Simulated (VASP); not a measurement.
C: single point with PBE

Crystal: C.

```
C
1.0
     0.00000    1.78337    1.78337
     1.78337    0.00000    1.78337
     1.78337    1.78337    0.00000
C
2
Direct
  0.00000 0.00000 0.00000
  0.25000 0.25000 0.25000
```

```yaml
Program: VASP 6.6.1
Task: single point
Functional: PBE
Potentials_or_basis: VASP PAW PBE potentials, release 64 (C)
Cutoff: 520 eV
k_mesh: 10 × 10 × 10
Occupations: methfessel-paxton, width 0.1 eV
Spin: no spin polarisation
Dipole_correction: no
Further_INCAR_settings: ALGO = Normal; EDIFF = 1e-07; NBANDS = 11
```

```json
{"Pressure": "2.5 GPa", "Band gap on the k mesh": "4.17 eV, indirect (least direct gap 5.59 eV)"}
```

Levels at points of the mesh, in eV from the valence-band top:
| k point | band 1 | band 2 | band 3 | band 4 | band 5 | band 6 | band 7 | band 8 | band 9 |
| --- | --- | --- | --- | --- | --- | --- | --- | --- | --- |
| (0.00, 0.00, 0.00) | -21.48 | 0.00 | 0.00 | 0.00 | 5.59 | 5.59 | 5.59 | 13.33 | 19.29 |
| (0.50, 0.00, 0.00) | -15.70 | -13.37 | -2.80 | -2.80 | 8.46 | 8.46 | 8.85 | 15.70 | 21.90 |
| (0.50, 0.50, 0.00) | -12.76 | -12.76 | -6.30 | -6.30 | 4.76 | 4.76 | 16.81 | 16.81 | 23.24 |

Wall time 7.3 s on 1 thread of AMD EPYC 7R43 64-Core Processor (Zen 3), with other jobs on the host, peak memory 0.08 GiB.

A k mesh can miss the band edges. As with any semilocal functional, this PBE gap is likely too small.
